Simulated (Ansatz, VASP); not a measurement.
Given: the input of a run of Ansatz 0.2.0 on MnSi.

input.yaml

```yaml
crystal:
  lattice:
    - [0.0, 2.4756341118, 2.4756341118]
    - [2.4756341118, 0.0, 2.4756341118]
    - [2.4756341118, 2.4756341118, 0.0]
  atoms:
    - { symbol: Mn, position: [0.0, 0.0, 0.0], spin: 4.0 }
    - { symbol: Si, position: [0.25, 0.25, 0.25] }
kpoints:
  mp_grid: { grid: [9, 9, 9] }
scf:
  occupations: { method: fermi_dirac, width: 0.05 }
hamiltonian:
  xc: pbe
  pseudopotentials: { kind: all_electron, lapw: { basis_error: 0.0005 } }
magnetization:
  spin_polarized: true
output:
  forces: true
  stress: true
  eigenvalues: true
```

Potentials or basis: all-electron LAPW, scalar-relativistic.

Run with:

```sh
$ ansatz run input.yaml --threads 2 --pin off --max-ram 6144MiB --backend cpu --events-out ev --progress --plain --runs-dir out
```

Question: Translate it to VASP 6.6.1. Potentials there: VASP PAW PBE potentials, release 64 (Mn_pv, Si).

Answer: As run (the cutoff follows the program's own potentials):

Contents of INCAR:

```
SYSTEM = MnSi
PREC = Accurate
ENCUT = 520
EDIFF = 1E-6
ISMEAR = -1
SIGMA = 0.05
LREAL = .False.
LASPH = .True.
NELM = 150
ALGO = Normal
ISIF = 2
LWAVE = .False.
LCHARG = .True.
ISPIN = 2
MAGMOM = 4 0
LORBIT = 11
LMAXMIX = 4
GGA = PE
LELF = .True.
LVHAR = .True.
NBANDS = 20
```

The input KPOINTS:

```
Automatic mesh
0
Gamma
  9 9 9
  0 0 0
```

The input POSCAR:

```
MnSi
1.0
    0.0000000000      2.4756341118      2.4756341118
    2.4756341118      0.0000000000      2.4756341118
    2.4756341118      2.4756341118      0.0000000000
Mn Si
1 1
Direct
    0.0000000000      0.0000000000      0.0000000000
    0.2500000000      0.2500000000      0.2500000000
```

Potentials or basis: VASP PAW PBE potentials, release 64 (Mn_pv, Si).

Run with:

```sh
$ cat potpaw_PBE.64/Mn_pv/POTCAR potpaw_PBE.64/Si/POTCAR > POTCAR
$ mpirun -np 1 vasp_std > vasp.out
```

Both were run:

|  | VASP | Ansatz | Ansatz less VASP |
| --- | --- | --- | --- |
| gap on the k mesh at the Fermi level (eV) | none | none | - |
| pressure (GPa) | 28.5 | 28.5 | +0.01 |
| net moment per atom (μB) | 0.95 | 0.95 | +0.002 |
| size of the moment on the site where the two differ most (μB) | 0.13 | 0.08 | -0.050 |

Site moments also hang on the region over which each program counts them. A gap of «none» marks a metal or a gap that the smearing closes. Both programs put the cell under a high pressure, so it lies far from rest at this level. Ansatz ran all-electron here, and VASP with PAW potentials.
